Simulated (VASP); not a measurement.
SrHgN, 3 atoms in the cell. Symmetry: P-6m2, No. 187, hexagonal system. Conventional cell: a = 4.390 Å, b = 4.390 Å, c = 4.286 Å, α = 90.00°, β = 90.00°, γ = 120.00°. Sr (site symmetry -6m2) has 6 Hg at 3.32 Å and 6 N at 3.32 Å and 8 Sr at 4.29 to 4.39 Å within 4.4 Å. Hg (site symmetry -6m2) has 3 N at 2.53 Å and 6 Sr at 3.32 Å within 3.4 Å. Within 3.4 Å of N (site symmetry -6m2) lie 3 Hg at 2.53 Å and 6 Sr at 3.32 Å. The cell was generated, and may not be a known phase.

```yaml
Program: VASP 6.6.1
Task: relaxation of cell and atoms
Functional: PBE
Potentials_or_basis: VASP PAW PBE potentials, release 64 (Sr_sv, Hg, N)
Cutoff: 600 eV
k_mesh: 6 × 6 × 4
Occupations: gaussian, width 0.1 eV
Spin: no spin polarisation
Dipole_correction: no
Further_INCAR_settings: ALGO = Normal; EDIFF = 1e-06; IBRION = 2; EDIFFG = -0.04; NSW = 90; ISIF = 3
```

Potentials or basis: VASP PAW PBE potentials, release 64 (Sr_sv, Hg, N).

The run is started by

```console
$ cat potpaw_PBE.64/Sr_sv/POTCAR potpaw_PBE.64/Hg/POTCAR potpaw_PBE.64/N/POTCAR > POTCAR
$ mpirun -np 1 vasp_std > vasp.out
```

Hardware: 1 thread of AMD EPYC 9R45 96-Core Processor (Zen 5) (shared host).

Question: Estimate the wall time of this run.

Answer: It took 35 s on 1 thread of AMD EPYC 9R45 96-Core Processor (Zen 5) (shared host), peak memory 0.2 GiB. Counts: scf iterations 24, k points 21, ion steps 2.
